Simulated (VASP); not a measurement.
# CaPtS3 (R-3c) in VASP: further runs

The runs below take CaPtS3 through single point, with PBE.

Program: VASP 6.6.1. These are calculated values, not measurements. Logs are shortened: lines on timing, memory, paths and dates and some standing lists are left out, and cuts for length are marked.

## (1) The cell of the first run

The structure is trigonal, space group R-3c (No. 167). The conventional cell has a = 6.994 Å, b = 6.994 Å, c = 13.870 Å, α = 90.00°, β = 90.00°, γ = 120.00°. Ca (site symmetry 32) has 9 S at 2.75 to 3.16 Å and 2 Pt at 3.47 Å within 3.6 Å. Pt (site symmetry -3) has 6 S at 2.44 Å within 3.2 Å. S (site symmetry 2) has 2 Pt at 2.44 Å and 3 Ca at 2.75 to 3.16 Å and 4 S at 3.16 Å within 3.2 Å.

## (2) Single point, PBE

INCAR reads:

```
SYSTEM = CaPtS3
ALGO = Normal ; EDIFF = 1E-7
ENCUT = 520 ; GGA = PE
ISIF = 2 ; ISMEAR = 0
LASPH = .TRUE. ; LCHARG = .FALSE.
LREAL = .FALSE. ; LWAVE = .FALSE.
NBANDS = 49 ; NELM = 80
PREC = Accurate ; SIGMA = 0.1
```

KPOINTS reads:

```
k-points
0
G
  4 4 4
  0 0 0
```

POSCAR reads:

```
CaPtS3
1.0
    3.4968874848      2.0189289307      4.6234052125
   -3.4968874848      2.0189289307      4.6234052125
    0.0000000000     -4.0378578613      4.6234052125
Ca Pt S
2 2 6
Direct
    0.7500000000      0.7500000000      0.7500000000
    0.2500000000      0.2500000000      0.2500000000
    0.5000000000      0.5000000000      0.5000000000
    0.0000000000      0.0000000000      0.0000000000
    0.8565320924      0.2500000000      0.6434679076
    0.6434679076      0.8565320924      0.2500000000
    0.2500000000      0.6434679076      0.8565320924
    0.1434679076      0.7500000000      0.3565320924
    0.3565320924      0.1434679076      0.7500000000
    0.7500000000      0.3565320924      0.1434679076
```

Potentials or basis: VASP PAW PBE potentials, release 64 (Ca_sv, Pt, S).

Started as:

```sh
$ cat potpaw_PBE.64/Ca_sv/POTCAR potpaw_PBE.64/Pt/POTCAR potpaw_PBE.64/S/POTCAR > POTCAR
$ mpirun -np 1 vasp_std > vasp.out
```

OUTCAR:

```text
SYSTEM = CaPtS3
   EDIFF = 1E-7
   ENCUT = 520
   GGA = PE
   ISIF = 2
   ISMEAR = 0
   LASPH = .TRUE.
   LREAL = .FALSE.
   NELM = 80
   PREC = Accurate

 ion  position               nearest neighbor table
   1  0.750  0.750  0.750-   8 2.75  10 2.75   9 2.75
   2  0.250  0.250  0.250-   5 2.75   7 2.75   6 2.75
   3  0.500  0.500  0.500-   7 2.44  10 2.44   8 2.44   5 2.44   9 2.44   6 2.44
   4  0.000  0.000  0.000-   5 2.44   8 2.44   7 2.44  10 2.44   9 2.44   6 2.44
   5  0.857  0.250  0.643-   4 2.44   3 2.44   2 2.75
   6  0.643  0.857  0.250-   3 2.44   4 2.44   2 2.75
   7  0.250  0.643  0.857-   3 2.44   4 2.44   2 2.75
   8  0.143  0.750  0.357-   4 2.44   3 2.44   1 2.75
   9  0.357  0.143  0.750-   3 2.44   4 2.44   1 2.75
  10  0.750  0.357  0.143-   3 2.44   4 2.44   1 2.75

  LATTYP: Found a trigonal (rhomboedric) cell.
 ALAT       =     6.1384177006
 COS(alpha) =     0.3509465867

  Lattice vectors:

 A1 = (   3.4968874848,   2.0189289307,   4.6234052125)
 A2 = (  -3.4968874848,   2.0189289307,   4.6234052125)
 A3 = (   0.0000000000,  -4.0378578613,   4.6234052125)

Analysis of symmetry for initial positions (statically):
=====================================================================
 Subroutine PRICEL returns:
 Original cell was already a primitive cell.

 Routine SETGRP: Setting up the symmetry group for a
 trigonal (rhombohedral) supercell.

 Subroutine GETGRP returns: Found 12 space group operations
 (whereof  6 operations were pure point group operations)
 out of a pool of 12 trial point group operations.

The static configuration has the point symmetry S_6 .
 The point group associated with its full space group is D_3d.

Analysis of symmetry for dynamics (positions and initial velocities):
=====================================================================
 Subroutine PRICEL returns:
 Original cell was already a primitive cell.

 Routine SETGRP: Setting up the symmetry group for a
 trigonal (rhombohedral) supercell.

 Subroutine GETGRP returns: Found 12 space group operations
 (whereof  6 operations were pure point group operations)
 out of a pool of 12 trial point group operations.

The dynamic configuration has the point symmetry S_6 .
 The point group associated with its full space group is D_3d.
[... 107 lines left out ...]
   IBRION =     -1    ionic relax: 0-MD 1-quasi-New 2-CG
   NFREE  =      0    steps in history (QN), initial steepest desc. (CG)
   ISIF   =      2    stress and relaxation
   ISYM   =      2    0-nonsym 1-usesym 2-fastsym
   POTIM  = 0.5000    time-step for ionic-motion
   TEBEG  =    0.0;   TEEND  =   0.0 temperature during run
   PSTRESS=    0.0 pullay stress
   NELECT =      76.0000    total number of electrons
   NUPDOWN=      -1.0000    fix difference up-down
   EMIN   =  10.00;   EMAX   =-10.00  energy-range for DOS
   EFERMI =   0.00;   METHOD = LEGACY
   ISMEAR =     0;   SIGMA  =   0.10  broadening in eV -4-tet -1-fermi 0-gaus
   EFERMI_NEDOS =   21; number of points for ismear=-14 and -15
   IALGO  =     38    algorithm
   IMIX   =      4    mixing-type and parameters
     AMIX     =   0.40;   BMIX     =  1.00
     AMIX_MAG =   1.60;   BMIX_MAG =  1.00
  volume/ion in A,a.u.               =      19.58       132.16
  Fermi-wavevector in a.u.,A,eV,Ry     =   1.194100  2.256522 19.400207  1.425875
  Thomas-Fermi vector in A             =   2.330098
   LORBIT       =      0    0 simple, 1 ext, 2 COOP (PROOUT), +10 PAW based schemes
   GGA     = PE    functional components
   LHFCALC =     F    Hartree Fock is set to
   AEXX    =    0.0000 exact exchange contribution
   IVDW    =     0    specifies the selected vdW correction
   LEPSILON=     F    determine dielectric tensor
   LRPA    =     F    only Hartree local field effects (RPA)
 non-spin polarized calculation
 Gauss-broadening in eV      SIGMA  =   0.10
  energy-cutoff  :      520.00
  volume of cell :      195.85
 maximum number of plane-waves:      5284
 NGX is ok and might be reduce to    48
   NGX = 23   NGY = 23   NGZ = 23

 number of electron      76.0000007 magnetization

 Free energy of the ion-electron system (eV)
  ---------------------------------------------------
  ext. energy  EPLUGINS =         0.00000000
  ---------------------------------------------------
  free energy    TOTEN  =       -48.50521466 eV

  energy without entropy =      -48.49135701  energy(sigma->0) =      -48.49828583

 E-fermi :   5.3280     XC(G=0): -10.2895

 val. band max:        5.2484277560   @ k =   0.5000   0.5000   0.0000
 cond. band min:       5.3409944947   @ k =   0.5000   0.5000   0.0000
 fundamental gap:      0.0925667387
 Fermi energy:         5.3280124545

 k-point     1 :       0.0000    0.0000    0.0000
  band No.  band energies     occupation
      1     -34.5860      2.00000
      2     -34.5843      2.00000
      3     -15.6450      2.00000
      4     -15.6347      2.00000
      5     -15.6347      2.00000
      6     -15.6344      2.00000
[... 665 lines left out ...]
     48      10.3643      0.00000
     49      10.6346      0.00000

------------------------ aborting loop because EDIFF is reached ----------------------------------------

  FORCE on cell =-STRESS in cart. coord.  units (eV):
  Direction    XX          YY          ZZ          XY          YZ          ZX
  --------------------------------------------------------------------------------------
  -------------------------------------------------------------------------------------
  Total        0.3518959      0.3518959     -0.5110359      0.0000000     -0.0000000      0.0000000
  in kB        2.8787825      2.8787825     -4.1806717      0.0000000     -0.0000000      0.0000000
  external PRESSURE =       0.5256311 kB  Pullay stress =       0.0000000 kB

 VOLUME and BASIS-vectors are now :
 -----------------------------------------------------------------------------
  energy-cutoff  :      520.00
  volume of cell :      195.85
      direct lattice vectors                 reciprocal lattice vectors
     3.496887485  2.018928931  4.623405212     0.142984297  0.082552023  0.072096932
    -3.496887485  2.018928931  4.623405212    -0.142984297  0.082552023  0.072096932
     0.000000000 -4.037857861  4.623405212     0.000000000 -0.165104045  0.072096932

 POSITION                                       TOTAL-FORCE (eV/Angst)
 -----------------------------------------------------------------------------------
      0.00000      0.00000     10.40266        -0.000000      0.000000     -0.000000
      0.00000      0.00000      3.46755        -0.000000      0.000000     -0.000000
      0.00000      0.00000      6.93511        -0.000000      0.000000     -0.000000
      0.00000      0.00000      0.00000        -0.000000      0.000000     -0.000000
      2.12097     -0.36422      8.09096        -0.015772     -0.027319     -0.000000
     -0.74506      2.01893      8.09096         0.031545      0.000000     -0.000000
     -1.37591     -1.65471      8.09096        -0.015772      0.027319     -0.000000
     -2.12097      0.36422      5.77926         0.015772      0.027319     -0.000000
      0.74506     -2.01893      5.77926        -0.031545      0.000000      0.000000
      1.37591      1.65471      5.77926         0.015772     -0.027319     -0.000000
 -----------------------------------------------------------------------------------
    total drift:                                0.000000      0.000000     -0.000000

  FREE ENERGIE OF THE ION-ELECTRON SYSTEM (eV)
  ---------------------------------------------------
  free  energy   TOTEN  =       -48.5052146587 eV

  energy  without entropy=      -48.4913570097  energy(sigma->0) =      -48.49828583
```

OSZICAR:

```text
N       E                     dE             d eps       ncg     rms          rms(c)
DAV:   1     0.581608513328E+03    0.58161E+03   -0.35845E+04  1298   0.144E+03
DAV:   2    -0.950966769195E+00   -0.58256E+03   -0.56101E+03  1471   0.348E+02
DAV:   3    -0.517066607896E+02   -0.50756E+02   -0.49678E+02  1835   0.893E+01
DAV:   4    -0.539200905103E+02   -0.22134E+01   -0.22052E+01  2108   0.175E+01
DAV:   5    -0.540159865050E+02   -0.95896E-01   -0.95860E-01  1860   0.267E+00    0.248E+01
DAV:   6    -0.508053569577E+02    0.32106E+01   -0.49963E+01  1452   0.337E+01    0.264E+01
DAV:   7    -0.484850886342E+02    0.23203E+01   -0.96451E+00  1443   0.171E+01    0.103E+01
DAV:   8    -0.485466230043E+02   -0.61534E-01   -0.19280E+00  1571   0.547E+00    0.386E+00
DAV:   9    -0.485041907957E+02    0.42432E-01   -0.21792E-01  1523   0.275E+00    0.114E+00
DAV:  10    -0.485049500889E+02   -0.75929E-03   -0.34552E-02  1628   0.770E-01    0.321E-01
DAV:  11    -0.485051170822E+02   -0.16699E-03   -0.78525E-03  1842   0.442E-01    0.133E-01
DAV:  12    -0.485051550888E+02   -0.38007E-04   -0.90004E-04  1564   0.161E-01    0.360E-02
DAV:  13    -0.485052019848E+02   -0.46896E-04   -0.12849E-04  1811   0.444E-02    0.231E-02
DAV:  14    -0.485052156632E+02   -0.13678E-04   -0.47395E-05  1508   0.346E-02    0.898E-03
DAV:  15    -0.485052147538E+02    0.90946E-06   -0.47633E-06  1492   0.122E-02    0.475E-03
DAV:  16    -0.485052146587E+02    0.95045E-07   -0.74809E-07  1628   0.333E-03
   1 F= -.48505215E+02 E0= -.48498286E+02  d E =-.138576E-01
```

It took 76 s on 1 thread of Intel Xeon 6975P-C (Granite Rapids), shared host; peak memory 0.38 GiB.

Results:

```
Free energy            : -48.5052 eV
Pressure               : 0.1 GPa
Largest force          : 0.032 eV/Å
Band gap on the k mesh : zero (bands 38 and 39 overlap by 0.16 eV)
```

Forces in eV/Å, atoms in the order of the input:
```
Ca   0.000  0.000  0.000
Ca   0.000  0.000  0.000
Pt   0.000  0.000  0.000
Pt   0.000  0.000  0.000
S   -0.016 -0.027  0.000
S    0.032  0.000  0.000
S   -0.016  0.027  0.000
S    0.016  0.027  0.000
S   -0.032  0.000  0.000
S    0.016 -0.027  0.000
```

Levels at points of the mesh, in eV from the Fermi level:
```
           k point  band 35  band 36  band 37  band 38  band 39  band 40  band 41  band 42
(0.00, 0.00, 0.00)    -0.94    -0.29    -0.29    -0.15    -0.15     0.40     3.28     3.32
(0.50, 0.00, 0.00)    -0.78    -0.78    -0.66    -0.66     1.19     1.19     1.73     1.73
(0.50, 0.50, 0.00)    -0.91    -0.56    -0.08     0.01     0.05     0.45     1.45     3.35
(0.50, 0.50, 0.50)    -0.99    -0.99    -0.99    -0.99     1.20     1.20     1.20     1.20
```

Caveat: spin-orbit coupling is left out, which moves the levels of the heavy elements.

## (3) Single point, PBE

This run uses another cell than the first one, of 20.55 Å³/atom.

INCAR reads:

```
SYSTEM = CaPtS3
PREC = Accurate ; ENCUT = 520
EDIFF = 1E-6 ; ISMEAR = 0
SIGMA = 0.1 ; LREAL = .FALSE.
LASPH = .TRUE. ; NELM = 100
ALGO = Normal ; ISIF = 2
LWAVE = .FALSE. ; LCHARG = .TRUE.
GGA = PE ; LELF = .TRUE.
LVHAR = .TRUE. ; NBANDS = 49
```

KPOINTS reads:

```
Automatic mesh
0
G
  4 4 4
  0 0 0
```

POSCAR reads:

```
CaPtS3
1.0
    3.3121640100      1.9122787800      5.4087411800
   -3.3121640100      1.9122787800      5.4087411800
    0.0000000000     -3.8245575600      5.4087411800
Ca Pt S
2 2 6
Direct
    0.7500000000      0.7500000000      0.7500000000
    0.2500000000      0.2500000000      0.2500000000
    0.5000000000      0.5000000000      0.5000000000
    0.0000000000      0.0000000000      0.0000000000
    0.8314005200      0.2500000000      0.6685994800
    0.6685994800      0.8314005200      0.2500000000
    0.2500000000      0.6685994800      0.8314005200
    0.1685994800      0.7500000000      0.3314005200
    0.3314005200      0.1685994800      0.7500000000
    0.7500000000      0.3314005200      0.1685994800
```

Potentials or basis: VASP PAW PBE potentials, release 64 (Ca_sv, Pt, S).

Started as:

```sh
$ cat potpaw_PBE.64/Ca_sv/POTCAR potpaw_PBE.64/Pt/POTCAR potpaw_PBE.64/S/POTCAR > POTCAR
$ mpirun -np 1 vasp_std > vasp.out
```

It took 1.9 min on 1 thread of Intel Xeon 6975P-C (Granite Rapids), shared host; peak memory 0.4 GiB.

It converged, with:

```yaml
Free_energy: -47.6809 eV
Pressure: 0.8 GPa
Largest_force: 0.553 eV/Å
Band_gap_on_the_k_mesh: 0.02 eV (least direct gap 0.09 eV)
```

Forces on the atoms (eV/Å):
```
Ca   0.000  0.000  0.000
Ca   0.000  0.000  0.000
Pt   0.000  0.000  0.000
Pt   0.000  0.000  0.000
S    0.277  0.479  0.000
S   -0.553  0.000  0.000
S    0.277 -0.479  0.000
S   -0.277 -0.479  0.000
S    0.553  0.000  0.000
S   -0.277  0.479  0.000
```

Stress tensor (GPa, compression positive):
```
 2.48  0.00  0.00
 0.00  2.48  0.00
 0.00  0.00 -2.53
```

Levels at points of the mesh, in eV from the valence-band top:
| k point | band 36 | band 37 | band 38 | band 39 | band 40 | band 41 |
| --- | --- | --- | --- | --- | --- | --- |
| (0.00, 0.00, 0.00) | -0.60 | -0.60 | -0.15 | 0.09 | 0.09 | 3.14 |
| (0.50, 0.00, 0.00) | -0.56 | -0.48 | -0.48 | 1.51 | 1.51 | 1.82 |
| (0.50, 0.50, 0.50) | -0.65 | -0.65 | -0.65 | 1.44 | 1.44 | 1.44 |
| (0.50, 0.50, 0.00) | -0.61 | -0.13 | 0.00 | 0.09 | 0.40 | 1.30 |

Caveat: the stress differs along the axes, from -3 to 2 GPa; spin-orbit coupling is left out, which moves the levels of the heavy elements. A k mesh can miss the band edges.

The gap in the log of VASP goes by the Fermi energy; the results here count the filled bands.